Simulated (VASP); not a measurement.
# Si2Ni (MoSi2 type) (I4/mmm) in VASP: notebook, part 2 of 2

VASP 6.6.1. The steps go on from the part before.

## Step 4: Relaxation of cell and atoms, PBE, target pressure 120 GPa, at which the enthalpy is minimised

INCAR reads:

```
ALGO     = Normal         # electronic algorithm
EDIFF    = 1E-6           # SCF threshold, eV
EDIFFG   = -0.005         # ionic threshold
ENCUT    = 600            # plane-wave cutoff, eV
GGA      = PE             # functional
IBRION   = 2              # ionic algorithm
ISIF     = 3              # what is computed and relaxed
ISMEAR   = -1             # smearing method
LASPH    = T              # aspherical terms in the spheres
LCHARG   = F              # write CHGCAR
LREAL    = F              # projectors in reciprocal space
LWAVE    = F              # write WAVECAR
NELM     = 60             # most SCF steps
NSW      = 32             # ionic steps
PREC     = Accurate       # precision mode
PSTRESS  = 1200.0       
SIGMA    = 0.1            # smearing width, eV
```

KPOINTS reads:

```
k-points
0
Gamma
  17 17 17
```

POSCAR reads:

```
Si2Ni
1.0
   -1.4138961221      1.4138961221      3.2940766283
    1.4138961221     -1.4138961221      3.2940766283
    1.4138961221      1.4138961221     -3.2940766283
Ni Si
1 2
Direct
    0.0000000000      0.0000000000      0.0000000000
    0.3333569632      0.3333569632      0.0000000000
   -0.3333569632     -0.3333569632      0.0000000000
```

Potentials or basis: VASP PAW PBE potentials, release 64 (Ni, Si).

Command:

```sh
$ cat potpaw_PBE.64/Ni/POTCAR potpaw_PBE.64/Si/POTCAR > POTCAR
$ mpirun -np 1 vasp_std > vasp.out
```

OUTCAR:

```text
EDIFF = 1E-6
   EDIFFG = -0.005
   ENCUT = 600
   GGA = PE
   IBRION = 2
   ISIF = 3
   ISMEAR = -1
   LASPH = T
   LREAL = F
   NELM = 60
   NSW = 32
   PREC = Accurate
   PSTRESS = 1200.0

 ion  position               nearest neighbor table
   1  0.000  0.000  0.000-   2 2.20   3 2.20   3 2.28   2 2.28   3 2.28   3 2.28   3 2.28   2 2.28
                             2 2.28   2 2.28
   2  0.333  0.333  0.000-   3 2.20   1 2.20   1 2.28   1 2.28   1 2.28   1 2.28   3 2.28   3 2.28
                             3 2.28   3 2.28
   3  0.667  0.667  0.000-   2 2.20   1 2.20   1 2.28   1 2.28   1 2.28   1 2.28   2 2.28   2 2.28
                             2 2.28   2 2.28

  LATTYP: Found a body centered tetragonal cell.
 ALAT       =     2.8277922442
 C/A-ratio  =     2.3297868753

  Lattice vectors:

 A1 = (  -1.4138961221,   1.4138961221,   3.2940766283)
 A2 = (   1.4138961221,  -1.4138961221,   3.2940766283)
 A3 = (   1.4138961221,   1.4138961221,  -3.2940766283)

Analysis of symmetry for initial positions (statically):
=====================================================================
 Subroutine PRICEL returns:
 Original cell was already a primitive cell.

 Routine SETGRP: Setting up the symmetry group for a
 body centered tetragonal supercell.

 Subroutine GETGRP returns: Found 16 space group operations
 (whereof 16 operations were pure point group operations)
 out of a pool of 16 trial point group operations.

The static configuration has the point symmetry D_4h.
[... 474 lines left out ...]

 number of electron      18.0000003 magnetization

 Free energy of the ion-electron system (eV)
  ---------------------------------------------------
  ext. energy  EPLUGINS =         0.00000000
  ---------------------------------------------------
  free energy    TOTEN  =       -13.04553787 eV

  energy without entropy =      -12.98771402  energy(sigma->0) =      -13.01662594

 E-fermi :  17.3377     XC(G=0): -13.7359

 val. band max:       17.3348602282   @ k =   0.3529   0.1176   0.1176
 cond. band min:      17.3383465950   @ k =  -0.4706   0.1765   0.0000
 fundamental gap:      0.0034863669
 Fermi energy:        17.3377414210

 k-point     1 :       0.0000    0.0000    0.0000
  band No.  band energies     occupation
      1      -0.8851      2.00000
      2       8.7594      2.00000
      3      11.7480      2.00000
      4      12.0014      2.00000
      5      12.0014      2.00000
      6      12.7860      2.00000
      7      13.4125      2.00000
      8      16.6639      1.99763
      9      19.1118      0.00000
     10      19.5894      0.00000
     11      19.5894      0.00000
     12      19.9541      0.00000
     13      19.9541      0.00000
[... 354 lines left out ...]
  band No.  band energies     occupation
      1      -0.5550      2.00000
      2       8.9179      2.00000
      3      11.3328      2.00000
      4      11.7305      2.00000
      5      11.8888      2.00000
      6      13.0975      2.00000
      7      13.1406      2.00000
      8      16.4585      1.99970
      9      17.4554      0.47121
     10      18.8439      0.00000
     11      19.0678      0.00000
     12      20.2100      0.00000
     13      21.8146      0.00000

 [... further k-points ...]

------------------------ aborting loop because EDIFF is reached ----------------------------------------

  FORCE on cell =-STRESS in cart. coord.  units (eV):
  Direction    XX          YY          ZZ          XY          YZ          ZX
  --------------------------------------------------------------------------------------
  -------------------------------------------------------------------------------------
  Total       19.7276430     19.7276430     19.7286288      0.0000000     -0.0000000      0.0000000
  in kB     1200.5832678   1200.5832678   1200.6432647      0.0000000     -0.0000000      0.0000000
  external PRESSURE =       0.6032667 kB  Pullay stress =    1200.0000000 kB
[... 22 lines left out ...]
  energy  without entropy=      -12.9877140185  energy(sigma->0) =      -13.01662594

  enthalpy is  TOTEN    =         6.6725210273 eV   P V=       19.7180588933

 reached required accuracy - stopping structural energy minimisation
```

Wall time 11 min (1 thread of AMD EPYC 7R13 (Zen 3), shared host); peak memory 0.3 GiB.

Results:

* Free energy: -13.0455 eV
* Relaxed volume: 8.78 Å³/atom
* Relaxed cell: a = 3.854 Å, b = 3.854 Å, c = 3.854 Å, α = 136.97°, β = 136.97°, γ = 62.49°
* Space group after relaxing (to 0.1 Å): I4/mmm (No. 139)
* Energy change on relaxing (the run minimises the enthalpy): +3.6 meV/atom
* Ionic steps: 9
* Pressure after relaxing: 120.1 GPa
* Band gap on the k mesh: zero (bands 9 and 10 overlap by 3.08 eV)

The path:
```
step  energy change (eV)  largest force (eV/Å)  pressure (GPa)  volume (Å³)
   1              0.0000                0.0035          119.74        26.34
   2              0.0406                0.0035          120.96        26.29
   3              0.0096                0.0019          120.03        26.33
   4              0.0090                0.0015          119.67        26.33
   5              0.0094                0.0020          120.23        26.33
   6              0.0092                0.0018          119.95        26.33
   7              0.0111                0.0002          120.06        26.33
   8              0.0124                0.0008          120.09        26.32
   9              0.0107                0.0009          120.06        26.33
```

Final structure:
```cif
data_structure
_symmetry_space_group_name_H-M 'P 1'
_symmetry_Int_Tables_number 1
_cell_length_a 3.8537
_cell_length_b 3.8537
_cell_length_c 3.8537
_cell_angle_alpha 136.969
_cell_angle_beta 136.969
_cell_angle_gamma 62.486
_cell_volume 26.33
loop_
_atom_site_label
_atom_site_type_symbol
_atom_site_fract_x
_atom_site_fract_y
_atom_site_fract_z
_atom_site_occupancy
Ni1 Ni 0.00000 0.00000 0.00000 1
Si1 Si 0.33338 0.33338 0.00000 1
Si2 Si 0.66662 0.66662 0.00000 1
```

Levels at points of the mesh, in eV from the Fermi level:
| k point | band 7 | band 8 | band 9 | band 10 | band 11 | band 12 |
| --- | --- | --- | --- | --- | --- | --- |
| (0.00, 0.00, 0.00) | -3.93 | -0.67 | 1.77 | 2.25 | 2.25 | 2.62 |

Caveat: the cell is relaxed towards a set pressure, so the run minimises the enthalpy, not the energy.

## Step 5: The runs side by side

```tsv
task	cell	cutoff (eV)	gap on the mesh (eV)	pressure (GPa)
single point	a = 3.853 Å, angles 136.9, 136.9, 62.5°, 3 atoms	520	none	119.8
single point	a = 3.852 Å, angles 136.9, 136.9, 62.6°, 3 atoms	520	none	120.0
relaxation of cell and atoms	relaxed to 120 GPa from a = 3.853 Å, angles 136.9, 136.9, 62.5°, 3 atoms	600	none	120.1
```

Alike in all rows: level PBE; potentials or basis VASP PAW PBE potentials, release 64 (Ni, Si); no spin polarisation; k mesh 17 × 17 × 17; smearing fermi-dirac 0.1 eV.

Caveats: the cell stands under pressure (at least some runs); the cell is relaxed towards a set pressure, so the run minimises the enthalpy, not the energy (at least some runs).

Absolute energies hang on the potentials; compare differences alone.
